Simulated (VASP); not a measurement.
Here is a VASP 6.6.1 calculation.

Contents of INCAR:

```
ALGO = Normal ; EDIFF = 1E-6
ENCUT = 520 ; GGA = PE
ISIF = 2 ; ISMEAR = -1
LASPH = T ; LCHARG = F
LREAL = F ; LWAVE = F
NBANDS = 37 ; NELM = 100
PREC = Accurate ; SIGMA = 0.05
```

File KPOINTS:

```
k-points
0
Gamma
  3 3 3
```

Contents of POSCAR:

```
PbIF
1.0
    5.8673180000     -0.1190830000     -0.2761790000
    0.3458740000      5.9268830000      0.4897270000
    0.2688020000     -0.3526300000      5.0284890000
Pb I F
2 2 2
Direct
    0.6895861909      0.9790767672      0.3992356146
    0.0094003837      0.4806522404      0.3059755741
    0.4557541283      0.3185459769      0.8959934393
    0.2288914973      0.8194722365      0.7708560852
    0.1595484330      1.0000039279      0.2783619499
    0.9267558445      0.1593116577      0.9358412203
```

Potentials or basis: VASP PAW PBE potentials, release 64 (Pb_d, I, F).

Run with:

```sh
$ cat potpaw_PBE.64/Pb_d/POTCAR potpaw_PBE.64/I/POTCAR potpaw_PBE.64/F/POTCAR > POTCAR
$ mpirun -np 1 vasp_std > vasp.out
```

Q: What does it give for the band gap on the k mesh?

A: Zero (filled and empty bands touch).

Q: What does it give for the pressure?

A: -1.4 GPa.

Q: Predict the largest force.

A: 1.187 eV/Å.

Forces on the atoms (eV/Å):
```
Pb   0.267  0.587 -0.321
Pb   0.634 -0.507 -0.778
I    0.602  0.101  0.354
I   -0.588 -1.012 -0.202
F   -0.108  0.174  1.039
F   -0.808  0.657 -0.092
```

Caveat: the k points lie up to 0.41 Å⁻¹ apart; spin-orbit coupling is left out, which moves the levels of the heavy elements.
